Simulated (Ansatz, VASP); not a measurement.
## MgPdC4N4: VASP beside Ansatz

```xyz
10
Lattice="6.2757 0.0000 0.0000 0.0000 6.2757 0.0000 0.0000 0.0000 6.2757" Properties=species:S:1:pos:R:3 pbc="T T T"
Mg    0.0000    0.0000    0.0000
Pd    3.1379    3.1379    3.1379
C     1.2580    1.2580    1.2580
C     1.2580    5.0178    5.0178
C     5.0178    1.2580    5.0178
C     5.0178    5.0178    1.2580
N     1.9324    1.9324    1.9324
N     1.9324    4.3434    4.3434
N     4.3434    1.9324    4.3434
N     4.3434    4.3434    1.9324
```

Alike in both runs: functional PBE; k mesh 4 × 4 × 4; occupations gaussian, width 0.1 eV; collinear spin.

Ansatz relaxed the structure, and its values are those at the end. VASP's run is a single point on that final structure, the one shown.

|  | VASP | Ansatz |
| --- | --- | --- |
| version | VASP 6.6.1 | Ansatz 0.2.0 |
| potentials or method | VASP PAW PBE potentials, release 64 (Mg, Pd, C, N), cutoff 520 eV | scalar-relativistic, plane waves, PAW |
| valence electrons in the cell | 48 | 64 |

|  | VASP | Ansatz | Ansatz less VASP |
| --- | --- | --- | --- |
| gap on the k mesh at the Fermi level (eV) | none | none | - |
| pressure (GPa) | 0.3 | 0.1 | -0.26 |
| rms of the force components (eV/Å) | 0.207 | 0.005 | -0.2019 |
| net moment per atom (μB) | 0.20 | 0.20 | 0.000 |
| size of the moment on the site where the two differ most (μB) | 1.32 | 1.11 | -0.207 |

Site moments also hang on the region over which each program counts them. A gap of «none» marks a metal or a gap that the smearing closes. One of these differences is far larger than is usual between the two programs; its cause wasn't traced. With one functional, cell and mesh, what is left measures potentials, basis and numerics. VASP's potentials hold 48 valence electrons a cell and Ansatz's 64, so a difference there can come from the potentials and not from the codes.

Noted on VASP's run: the standard files for N, O and F lose accuracy on very short bonds.
